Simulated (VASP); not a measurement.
Set up this calculation in VASP 6.6.1, as the native input.

- Task: single point
- Functional: PBE
- Potentials or basis: VASP PAW PBE potentials, release 64 (Al, As)
- Cutoff: 500 eV
- k mesh: 3 × 3 × 3
- Occupations: tetrahedron
- Spin: no spin polarisation
- Dipole correction: no
- Further INCAR settings: ALGO = Normal; EDIFF = 1e-06; NBANDS = 11

The structure of AlAs lies in POSCAR:

```
AlAs
1.0
    0.0000000000      2.8379008005      2.8379008005
    2.8379008005      0.0000000000      2.8379008005
    2.8379008005      2.8379008005      0.0000000000
Al As
1 1
Direct
    0.0000000000      0.0000000000      0.0000000000
    0.7500000000      0.7500000000      0.7500000000
```

The input as run:

INCAR

```
SYSTEM = AlAs
ALGO = Normal ; EDIFF = 1E-6
ENCUT = 500 ; GGA = PE
GGA_COMPAT = .FALSE. ; ISIF = 2
ISMEAR = -5 ; LASPH = .TRUE.
LCHARG = .TRUE. ; LELF = .TRUE.
LREAL = .FALSE. ; LVHAR = .TRUE.
LWAVE = .FALSE. ; NBANDS = 11
NELM = 120 ; PREC = Accurate
SIGMA = 0.1
```

KPOINTS

```
k-points
0
G
  3 3 3
  0 0 0
```

Potentials or basis: VASP PAW PBE potentials, release 64 (Al, As).

Launch:

```sh
$ cat potpaw_PBE.64/Al/POTCAR potpaw_PBE.64/As/POTCAR > POTCAR
$ mpirun -np 1 vasp_std > vasp.out
```

It gave:

```yaml
Pressure: 3.3 GPa
Band_gap_on_the_k_mesh: 1.93 eV, indirect (least direct gap 1.98 eV)
```

Caveat: the k points lie up to 0.64 Å⁻¹ apart.

Wall time 9.3 s on 1 thread of Intel Xeon 8259CL (shared host), peak memory 0.16 GiB.
